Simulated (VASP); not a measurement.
Input of a VASP 6.6.1 run:

INCAR

```
SYSTEM = InP
PREC = Accurate
ENCUT = 520
EDIFF = 1E-8
ISMEAR = -1
SIGMA = 0.03
LREAL = .False.
LASPH = .True.
NELM = 100
ALGO = Normal
ISIF = 2
LWAVE = .False.
LCHARG = .False.
GGA = PE
LEFG = .True.
NBANDS = 16
```

The input KPOINTS:

```
Automatic mesh
0
Gamma
  11 11 11
  0 0 0
```

File POSCAR:

```
InP
1.0
    0.0000000000      2.9109946080      2.9109946080
    2.9109946080      0.0000000000      2.9109946080
    2.9109946080      2.9109946080      0.0000000000
In P
1 1
Direct
    0.0000000000      0.0000000000      0.0000000000
    0.5000000000      0.5000000000      0.5000000000
```

Potentials or basis: VASP PAW PBE potentials, release 64 (In_d, P).

Run with:

```sh
$ cat potpaw_PBE.64/In_d/POTCAR potpaw_PBE.64/P/POTCAR > POTCAR
$ mpirun -np 1 vasp_std > vasp.out
```

(1) Predict the pressure.

(2) Predict the band gap on the k mesh.

## Answers

(1) -7.6 GPa.

(2) zero (band 9 reaches 5.59 eV, above the bottom of band 10 at 3.48 eV).

Caveat: without QUAD_EFG the Cq values of the log hold for a quadrupole moment of 1 mb, not for the nuclei; spin-orbit coupling is left out, which moves the levels of the heavy elements.
